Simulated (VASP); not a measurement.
Set up this calculation in VASP 6.6.1, as the native input.

- Task: single point
- Functional: r2SCAN
- Potentials or basis: VASP PAW PBE potentials, release 64 (Sb_d_GW)
- Cutoff: 550 eV
- k mesh: 10 × 10 × 10
- Occupations: gaussian, width 0.05 eV
- Spin: no spin polarisation
- Dipole correction: no
- Further INCAR settings: ALGO = Normal; EDIFF = 1e-06; NBANDS = 22

Crystal: Sb.

```
Sb
1.0
     2.15649    1.24505    3.74995
    -2.15649    1.24505    3.74995
     0.00000   -2.49010    3.74995
Sb
2
Cartesian
  0.0000 0.0000 2.6282
  0.0000 0.0000 8.6217
```

One way to write it, as run:

POSCAR

```
Sb
1.0
    2.1564921147      1.2450513030      3.7499488111
   -2.1564921147      1.2450513030      3.7499488111
    0.0000000000     -2.4901026059      3.7499488111
Sb
2
Direct
    0.2336185136      0.2336185136      0.2336185136
    0.7663814864      0.7663814864      0.7663814864
```

INCAR.step1

```
SYSTEM = Sb
PREC     = Accurate       ! precision mode
ENCUT    = 550            ! plane-wave cutoff, eV
ISMEAR   = 0              ! smearing method
SIGMA    = 0.05           ! smearing width, eV
LREAL    = .False.        ! projectors in reciprocal space
LASPH    = .True.         ! aspherical terms in the spheres
NELM     = 120            ! most SCF steps
NBANDS   = 22             ! bands
GGA      = PE             ! functional
ALGO     = Normal         ! electronic algorithm
EDIFF    = 1E-5           ! SCF threshold, eV
LWAVE    = .True.         ! write WAVECAR
LCHARG   = .False.        ! write CHGCAR
GGA_COMPAT= .False.
```

INCAR.step2

```
SYSTEM = Sb
PREC     = Accurate       ! precision mode
ENCUT    = 550            ! plane-wave cutoff, eV
EDIFF    = 1E-6           ! SCF threshold, eV
ISMEAR   = 0              ! smearing method
SIGMA    = 0.05           ! smearing width, eV
LREAL    = .False.        ! projectors in reciprocal space
LASPH    = .True.         ! aspherical terms in the spheres
NELM     = 120            ! most SCF steps
ALGO     = Normal         ! electronic algorithm
ISIF     = 2              ! what is computed and relaxed
LWAVE    = .False.        ! write WAVECAR
LCHARG   = .True.         ! write CHGCAR
METAGGA  = R2SCAN         ! meta-GGA
LMIXTAU  = .True.       
LELF     = .True.         ! ELF
LVHAR    = .True.       
NBANDS   = 22             ! bands
ISTART   = 1            
GGA_COMPAT= .False.
```

KPOINTS

```
Automatic mesh
0
Gamma
  10 10 10
  0 0 0
```

Potentials or basis: VASP PAW PBE potentials, release 64 (Sb_d_GW).

Launch:

```sh
$ cat potpaw_PBE.64/Sb_d_GW/POTCAR > POTCAR
$ cp INCAR.step1 INCAR
$ mpirun -np 1 vasp_std > vasp.out
$ cp INCAR.step2 INCAR
$ mpirun -np 1 vasp_std > vasp.out
```

Results of the run:

```yaml
Pressure: 1.6 GPa
Largest_force: 0.019 eV/Å
Band_gap_on_the_k_mesh: zero (bands 15 and 16 overlap by 0.10 eV)
```

Caveat: the PAW data sets were made with another functional, which shifts forces and pressure a little; spin-orbit coupling is left out, which moves the levels of the heavy elements.

Run time: 4.4 min on 1 thread of Intel(R) Xeon(R) 6975P-C (Granite Rapids) (shared host), peak memory 0.34 GiB.
